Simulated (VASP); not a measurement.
Wanted: the native input for a VASP 6.6.1 run.

| Item | Value |
| --- | --- |
| Task | relaxation of the atoms |
| Functional | PBE |
| Potentials or basis | VASP PAW PBE potentials, release 64 (Cd, Te) |
| Cutoff | 520 eV |
| k mesh | 12 × 12 × 12 |
| Occupations | fermi-dirac, width 0.02 eV |
| Spin | no spin polarisation |
| Dipole correction | no |
| Further INCAR settings | ALGO = Normal; EDIFF = 1e-06; IBRION = 2; EDIFFG = -0.02; NSW = 80 |

The structure of CdTe lies in POSCAR:

```
CdTe
1.0
    0.0000000000      3.0759003814      3.0759003814
    3.0759003814      0.0000000000      3.0759003814
    3.0759003814      3.0759003814      0.0000000000
Cd Te
1 1
Direct
    0.0000000000      0.0000000000      0.0000000000
    0.2500000000      0.2500000000      0.2500000000
```

These files were run (other wordings do the same):

INCAR

```
SYSTEM = CdTe
ALGO = Normal ; EDIFF = 1E-6
EDIFFG = -0.02 ; ENCUT = 520
GGA = PE ; IBRION = 2
ISIF = 2 ; ISMEAR = -1
LASPH = .True. ; LCHARG = .False.
LREAL = .False. ; LWAVE = .False.
NELM = 80 ; NSW = 80
PREC = Accurate ; SIGMA = 0.02
```

KPOINTS

```
k-points
0
Gamma
  12 12 12
  0 0 0
```

Potentials or basis: VASP PAW PBE potentials, release 64 (Cd, Te).

Launch:

```sh
$ cat potpaw_PBE.64/Cd/POTCAR potpaw_PBE.64/Te/POTCAR > POTCAR
$ mpirun -np 1 vasp_std > vasp.out
```

Results of the run:

```yaml
Pressure_after_relaxing: 13.2 GPa
Band_gap_on_the_k_mesh: 1.26 eV
```

Caveat: the relaxation stopped at its first step, so nothing moved; spin-orbit coupling is left out, which moves the levels of the heavy elements.

It took 22 s on 1 thread of Intel(R) Xeon(R) Platinum 8488C (Sapphire Rapids) (shared host), peak memory 0.21 GiB.
